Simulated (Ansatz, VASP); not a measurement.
This is a calculation of Al2O3 for Ansatz 0.2.0.

File input.yaml:

```yaml
crystal:
  lattice:
    - [2.38025, 1.3742379782, 4.3318666667]
    - [-2.38025, 1.3742379782, 4.3318666667]
    - [0.0, -2.7484759565, 4.3318666667]
  atoms:
    - { symbol: Al, position: [0.85216, 0.85216, 0.85216] }
    - { symbol: Al, position: [0.64784, 0.64784, 0.64784] }
    - { symbol: Al, position: [0.14784, 0.14784, 0.14784] }
    - { symbol: Al, position: [0.35216, 0.35216, 0.35216] }
    - { symbol: O, position: [0.05668, 0.75, 0.44332] }
    - { symbol: O, position: [0.75, 0.44332, 0.05668] }
    - { symbol: O, position: [0.44332, 0.05668, 0.75] }
    - { symbol: O, position: [0.94332, 0.25, 0.55668] }
    - { symbol: O, position: [0.25, 0.55668, 0.94332] }
    - { symbol: O, position: [0.55668, 0.94332, 0.25] }
hamiltonian:
  xc: r2scan
  pseudopotentials: { kind: paw }
kpoints:
  mp_grid: { grid: [7, 7, 7] }
scf:
  occupations: { method: fermi_dirac, width: 0.05 }
output:
  forces: true
  stress: true
  eigenvalues: true
relax:
  f_tol: 0.01
  max_steps: 40
  cell: { stress_tol: 0.05 }
```

Potentials or basis: Ansatz PAW.

Launch:

```console
$ ansatz run input.yaml --threads 4 --pin off --max-ram 11264MiB --backend cpu --events-out ev --progress --plain --runs-dir out
```

Question: Translate it to VASP 6.6.1. Potentials there: VASP PAW PBE potentials, release 64 (Al, O).

Answer: As run (the cutoff follows the program's own potentials):

POSCAR

```
Al2O3
1.0
    2.3802500000      1.3742379782      4.3318666667
   -2.3802500000      1.3742379782      4.3318666667
    0.0000000000     -2.7484759565      4.3318666667
Al O
4 6
Direct
    0.8521600000      0.8521600000      0.8521600000
    0.6478400000      0.6478400000      0.6478400000
    0.1478400000      0.1478400000      0.1478400000
    0.3521600000      0.3521600000      0.3521600000
    0.0566800000      0.7500000000      0.4433200000
    0.7500000000      0.4433200000      0.0566800000
    0.4433200000      0.0566800000      0.7500000000
    0.9433200000      0.2500000000      0.5566800000
    0.2500000000      0.5566800000      0.9433200000
    0.5566800000      0.9433200000      0.2500000000
```

The input INCAR.step1:

```
PREC     = Accurate       # precision mode
ENCUT    = 600            # plane-wave cutoff, eV
ISMEAR   = -1             # smearing method
SIGMA    = 0.05           # smearing width, eV
LREAL    = F              # projectors in reciprocal space
LASPH    = T              # aspherical terms in the spheres
NELM     = 60             # most SCF steps
GGA      = PE             # functional
ALGO     = Normal         # electronic algorithm
EDIFF    = 1E-4           # SCF threshold, eV
LWAVE    = T              # write WAVECAR
LCHARG   = F              # write CHGCAR
```

INCAR.step2

```
PREC     = Accurate       # precision mode
ENCUT    = 600            # plane-wave cutoff, eV
EDIFF    = 1E-7           # SCF threshold, eV
ISMEAR   = -1             # smearing method
SIGMA    = 0.05           # smearing width, eV
LREAL    = F              # projectors in reciprocal space
LASPH    = T              # aspherical terms in the spheres
NELM     = 60             # most SCF steps
ALGO     = Normal         # electronic algorithm
ISIF     = 3              # what is computed and relaxed
LWAVE    = F              # write WAVECAR
LCHARG   = F              # write CHGCAR
METAGGA  = R2SCAN         # meta-GGA
LMIXTAU  = T            
IBRION   = 2              # ionic algorithm
NSW      = 60             # ionic steps
EDIFFG   = -0.01          # ionic threshold
ISTART   = 1
```

The input KPOINTS:

```
Automatic mesh
0
Gamma
  7 7 7
```

Potentials or basis: VASP PAW PBE potentials, release 64 (Al, O).

The run is started by

```sh
$ cat potpaw_PBE.64/Al/POTCAR potpaw_PBE.64/O/POTCAR > POTCAR
$ cp INCAR.step1 INCAR
$ mpirun -np 1 vasp_std > vasp.out
$ cp INCAR.step2 INCAR
$ mpirun -np 1 vasp_std > vasp.out
```

Both were run:

|  | VASP | Ansatz | Ansatz less VASP |
| --- | --- | --- | --- |
| gap on the k mesh at the Fermi level, each at its own relaxed structure (eV) | 7.20 | 7.14 | -0.059 |
| relaxed volume (Å³/atom) | 8.47 | 8.50 | +0.026 |
| relaxed length of the cell vector where the two differ most in proportion (Å) | 5.123 | 5.130 | +0.0064 |

VASP's potentials were made for PBE, not for r2SCAN.

Noted on Ansatz's run: odd divisions of the mesh miss points on the zone boundary, where band edges often lie, so the gap on the mesh can be too wide; the plane-wave basis is chosen anew once the cell has moved, so the energies of steps on either side of that aren't comparable.
